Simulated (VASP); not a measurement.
A run of VASP 6.6.1 is set up as follows.

File INCAR:

```
  ALGO = Normal
  EDIFF = 1E-6
  ENCUT = 520
  GGA = PE
  ISIF = 2
  ISMEAR = -1
  LASPH = T
  LCHARG = T
  LELF = T
  LREAL = Auto
  LVHAR = T
  LWAVE = F
  NBANDS = 71
  NELM = 100
  PREC = Accurate
  SIGMA = 0.02
```

KPOINTS

```
k-points
0
Gamma
  1 1 1
```

The input POSCAR:

```
AgH20O10F
1.0
    7.2329760000      0.0000000000      0.0000000000
    0.0000000000      7.2329760000      0.0000000000
    0.0000000000      0.0000000000      7.2329760000
O H Ag F
10 20 1 1
Direct
    0.6230768635      0.0376884978      0.4587046881
    0.8249716299     -0.0297940986      0.8177270324
    0.4639860550      0.7350224859      0.6094863304
    0.3460816129      0.2384357421     -0.0657544004
    0.1104524611      0.7007212522      0.2187481335
    0.7370410188      0.5433862908      0.3899501395
    0.9562592217      0.5697239974      0.8733472916
    0.4330582598      0.8631440226     -0.0019494051
    0.6812825039      0.3875444907      1.0438856703
    0.3350349842      0.2849173010      0.4750188581
    0.5699037298      0.1550399172      0.4145734757
    0.7396955278      0.0313010855      0.3883601992
    0.8351748990      0.0450160487      0.9349263706
    0.7804809528      0.0509748684      0.7262294248
    0.5018681107      0.8502447679      0.5469809384
    0.3267396435      0.7215149062      0.5908356394
    0.4664470060      0.3066372680     -0.0286189253
    0.3956324478      0.1125124707     -0.0633625772
    0.2221630488      0.7705265440      0.1770640467
    0.0235725931      0.7984265398      0.2539618547
    0.6417690312      0.5955501581      0.4721016633
    0.8334190519      0.4957710353      0.4729726740
    0.9227875220      0.6879464276      0.8054775794
    1.0035841402      0.6113251309      0.9954685319
    0.5587879733      0.8761677075      0.0382691716
    0.4366114308      0.7909192565     -0.1169228268
    0.7602126704      0.4637095436      0.9643748299
    0.6926056439      0.4430541453      1.1761548773
    0.3175318154      0.2576256302      0.6059055083
    0.3334726951      0.4184169835      0.4688941315
    0.1264624686      0.2132732087      0.1539338718
    0.9111602195      0.0369004404      0.2765528325
```

Potentials or basis: VASP PAW PBE potentials, release 64 (O, H, Ag, F).

Run with:

```console
$ cat potpaw_PBE.64/O/POTCAR potpaw_PBE.64/H/POTCAR potpaw_PBE.64/Ag/POTCAR potpaw_PBE.64/F/POTCAR > POTCAR
$ mpirun -np 1 vasp_gam > vasp.out
```

(1) Estimate the largest force.

(2) Predict the band gap on the k mesh.

(3) Predict the pressure.

Answers

(1) 2.980 eV/Å.

(2) 3.20 eV.

(3) -1.1 GPa.

Caveat: the k points lie up to 0.87 Å⁻¹ apart.
